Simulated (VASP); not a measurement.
Set up this calculation in VASP 6.6.1, as the native input.

| Item | Value |
| --- | --- |
| Task | relaxation of cell and atoms |
| Functional | PBE |
| Potentials or basis | VASP PAW PBE potentials, release 64 (Ti_sv, Se) |
| Cutoff | 600 eV |
| k mesh | 8 × 8 × 8 |
| Occupations | gaussian, width 0.1 eV |
| Spin | collinear spin |
| Starting moments | [0.38, 0.0, 0.0, 0.0, 0.0] μB |
| Dipole correction | no |
| Further INCAR settings | ALGO = Normal; EDIFF = 1e-07; IBRION = 2; EDIFFG = -0.01; NSW = 100; ISIF = 3 |

The structure of Ti4Se lies in POSCAR:

```
Ti4Se
1.0
    4.6503948463      0.0000000000      0.0000000000
    0.0000000000      4.6503948463      0.0000000000
    0.0000000000      0.0000000000      4.6503948463
Ti Se
4 1
Direct
    0.0000000000      0.0000000000      0.0000000000
    0.5000000000      0.5000000000      0.0000000000
    0.5000000000      0.0000000000      0.5000000000
    0.0000000000      0.5000000000      0.5000000000
    0.5000000000      0.5000000000      0.5000000000
```

The cell was generated, and may not be a known phase.

One way to write it, as run:

INCAR

```
SYSTEM = Ti4Se
PREC = Accurate
ENCUT = 600
EDIFF = 1E-7
ISMEAR = 0
SIGMA = 0.1
LREAL = .False.
LASPH = .True.
NELM = 150
ALGO = Normal
ISIF = 3
LWAVE = .False.
LCHARG = .False.
ISPIN = 2
MAGMOM = 0.38 0 0 0 0
LORBIT = 11
LMAXMIX = 4
GGA = PE
IBRION = 2
NSW = 100
EDIFFG = -0.01
KPAR = 4
```

KPOINTS

```
Automatic mesh
0
Gamma
  8 8 8
  0 0 0
```

Potentials or basis: VASP PAW PBE potentials, release 64 (Ti_sv, Se).

The run is started by

```bash
$ cat potpaw_PBE.64/Ti_sv/POTCAR potpaw_PBE.64/Se/POTCAR > POTCAR
$ mpirun -np 4 vasp_std > vasp.out
```

It gave:

The relaxed volume is 20.15 Å³/atom and the relaxed cell is a = 4.653 Å, b = 4.653 Å, c = 4.653 Å, α = 90.00°, β = 90.00°, γ = 90.00°. The space group after relaxing (to 0.1 Å) is Pm-3m (No. 221), the energy gained by relaxing is 0.0 meV/atom and the ionic steps are 2. The pressure after relaxing is -0.1 GPa. The band gap on the k mesh is zero (filled and empty bands overlap). The net moment is 0.00 μB per cell. The valence electrons inside the program's atomic spheres are Ti 9.94, 10.23 (each value once); Se 4.27.

Wall time 5.7 min on 4 MPI ranks on Oxide Virtual Turin-like Processor, with other jobs on the host, peak memory 0.4 GiB a rank.
